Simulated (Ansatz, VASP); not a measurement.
# Sc2GeTe4: VASP beside Ansatz

```
Sc Ge Te
1.0
     0.00000    4.16643    0.00000
    -3.17995    0.00000    6.51911
     7.80641   -2.08321   -0.00594
Sc Ge Te
2 1 4
Direct
  0.74128 0.72144 0.48256
  0.25872 0.27856 0.51744
  0.00000 0.00000 0.00000
  0.12242 0.45694 0.24484
  0.87758 0.54306 0.75516
  0.63613 0.97740 0.27227
  0.36387 0.02260 0.72773
```

Alike in both runs: task single point; functional PBE; k mesh 4 × 2 × 4; occupations gaussian, width 0.1 eV; no spin polarisation.

```csv
,VASP,Ansatz
version,VASP 6.6.1,Ansatz 0.2.0
potentials or method,"VASP PAW PBE potentials, release 64 (Sc_sv, Ge_d, Te), cutoff 520 eV","scalar-relativistic, plane waves, PAW"
valence electrons in the cell,60,100
```

```tsv
	VASP	Ansatz	Ansatz less VASP
gap on the k mesh at the Fermi level (eV)	0.33	0.34	+0.007
least direct gap on the mesh (eV)	0.67	0.68	+0.008
pressure (GPa)	0.1	0.0	-0.06
traceless stress, the component that is largest in VASP (GPa)	0.29	0.29	+0.001
rms of the force components (eV/Å)	0.017	0.016	-0.0013
```

Atom by atom the forces differ by 0.007 eV/Å (rms over components). VASP's potentials hold 60 valence electrons a cell and Ansatz's 100, so a difference there can come from the potentials and not from the codes.

The k mesh is coarse, so the values compare programs but aren't converged. Neither program's run includes spin-orbit coupling.
